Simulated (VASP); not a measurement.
# As: single point with PBE

As, a slab with vacuum:

```xyz
4
Lattice="4.8073 0.0000 0.0000 0.0000 3.6339 0.0000 0.0000 0.0000 28.2704" Properties=species:S:1:pos:R:3 pbc="T T T"
As    0.3655    0.0000   10.6786
As    2.0381    1.8169   10.6786
As    2.7692    1.8169    8.3214
As    4.4418    0.0000    8.3214
```

* Program: VASP 6.6.1
* Task: single point
* Functional: PBE
* Potentials or basis: VASP PAW PBE potentials, release 64 (As)
* Cutoff: 520 eV
* k mesh: 6 × 8 × 1
* Occupations: fermi-dirac, width 0.02 eV
* Spin: no spin polarisation

```yaml
Largest_force: 0.401 eV/Å
Band_gap_on_the_k_mesh: 0.91 eV
```

Forces in eV/Å, atoms in the order of the input:
```
As  -0.303  0.000  0.263
As   0.303  0.000  0.263
As  -0.303  0.000 -0.263
As   0.303  0.000 -0.263
```

Levels at points of the mesh, in eV from the valence-band top:
| k point | band 7 | band 8 | band 9 | band 10 | band 11 | band 12 | band 13 | band 14 |
| --- | --- | --- | --- | --- | --- | --- | --- | --- |
| (0.00, 0.00, 0.00) | -2.65 | -1.44 | -1.09 | 0.00 | 0.91 | 2.08 | 2.54 | 3.28 |
| (0.50, 0.00, 0.00) | -1.77 | -1.77 | -0.77 | -0.77 | 1.60 | 1.60 | 3.14 | 3.14 |
| (0.00, 0.50, 0.00) | -2.32 | -2.32 | -1.74 | -1.74 | 1.26 | 1.26 | 2.03 | 2.03 |
| (0.50, 0.50, 0.00) | -3.94 | -3.94 | -1.20 | -1.20 | 2.60 | 2.60 | 4.19 | 4.19 |

Run time: 2.3 min on 1 thread of Intel(R) Xeon(R) 6975P-C (Granite Rapids) (shared host), peak memory 0.55 GiB.
